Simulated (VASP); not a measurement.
Write the native input for VASP 6.6.1 that does the following.

```
Task                   : single point
Functional             : PBEsol
Potentials or basis    : VASP PAW PBE potentials, release 64 (Ba_sv, Ti_sv, O_h)
Cutoff                 : 1340 eV
k mesh                 : 4 × 4 × 4
Occupations            : gaussian, width 0.01 eV
Spin                   : no spin polarisation
Dipole correction      : no
Further INCAR settings : ALGO = Normal; EDIFF = 1e-06; NBANDS = 28
```

The structure of BaTiO3 lies in POSCAR:

```
BaTiO3
1.0
    4.0412969729      0.0000000000      0.0000000000
    0.0000000000      4.0412969729      0.0000000000
    0.0000000000      0.0000000000      4.0412969729
Ba Ti O
1 1 3
Direct
    0.5000000000      0.5000000000      0.5000000000
    0.0000000000      0.0000000000      0.0000000000
    0.5000000000      0.0000000000      0.0000000000
    0.0000000000      0.5000000000      0.0000000000
    0.0000000000      0.0000000000      0.5000000000
```

These files were run (other wordings do the same):

INCAR

```
SYSTEM = BaTiO3
  PREC = Accurate
  ENCUT = 1340
  EDIFF = 1E-6
  ISMEAR = 0
  SIGMA = 0.01
  LREAL = .FALSE.
  LASPH = .TRUE.
  NELM = 120
  ALGO = Normal
  ISIF = 2
  LWAVE = .FALSE.
  LCHARG = .TRUE.
  GGA = PS
  LELF = .TRUE.
  LVHAR = .TRUE.
  NBANDS = 28
  GGA_COMPAT = .FALSE.
```

KPOINTS

```
regular mesh
0
G
  4 4 4
  0 0 0
```

Potentials or basis: VASP PAW PBE potentials, release 64 (Ba_sv, Ti_sv, O_h).

Launch:

```console
$ cat potpaw_PBE.64/Ba_sv/POTCAR potpaw_PBE.64/Ti_sv/POTCAR potpaw_PBE.64/O_h/POTCAR > POTCAR
$ mpirun -np 1 vasp_std > vasp.out
```

It gave:

```yaml
Pressure: -7.0 GPa
Band_gap_on_the_k_mesh: 1.63 eV (least direct gap 1.80 eV)
```

Caveat: the cell stands under tension; the PAW data sets were made with another functional, which shifts forces and pressure a little; spin-orbit coupling is left out, which moves the levels of the heavy elements.

It took 37 s on 1 thread of Intel(R) Xeon(R) 6975P-C (Granite Rapids), with other jobs on the host, peak memory 0.36 GiB.
